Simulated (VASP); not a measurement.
Runs of VASP 6.6.1 on C. The structure is that of space group Fmmm (No. 69), or close to it. The cells are those of the table. 

```csv
cell,pressure (GPa),largest force (eV/Å)
"a = 2.315, b = 2.315, c = 6.899 Å, angles 90.0, 90.0, 118.7°, 4 atoms",56.4,0.81
"a = 2.373, b = 2.373, c = 7.169 Å, angles 90.0, 90.0, 121.3°, 4 atoms",(b),0.64
"a = 2.578, b = 2.578, c = 7.683 Å, angles 90.0, 90.0, 118.7°, 4 atoms",-30.7,0.02
"a = 2.338, b = 2.338, c = 7.150 Å, angles 90.0, 90.0, 123.9°, 4 atoms",79.2,2.54
"a = 2.589, b = 2.589, c = 7.821 Å, angles 90.0, 90.0, 121.3°, 4 atoms",(a),0.04
```

Alike in all rows: task single point; level PBEsol; potentials or basis VASP PAW PBE potentials, release 64 (C); no spin polarisation; k mesh 21 × 21 × 6; cutoff (eV) 520; smearing gaussian 0.15 eV.

**Question.** Fill in the values left out.

**Answer.** (a) -26.1; (b) 40.7.

Caveats: this functional lacks dispersion, which binds layers or chains, so the pressure and a relaxed spacing across them are unreliable; the PAW data sets were made with another functional, which shifts forces and pressure a little; the stress differs along the axes, from 1 to 100 GPa (at least some runs); the stress differs along the axes, from 0 to 75 GPa (at least some runs); the stress differs along the axes, from -54 to -0 GPa (at least some runs); the stress differs along the axes, from 0 to 167 GPa (at least some runs); the stress differs along the axes, from -47 to -0 GPa (at least some runs).
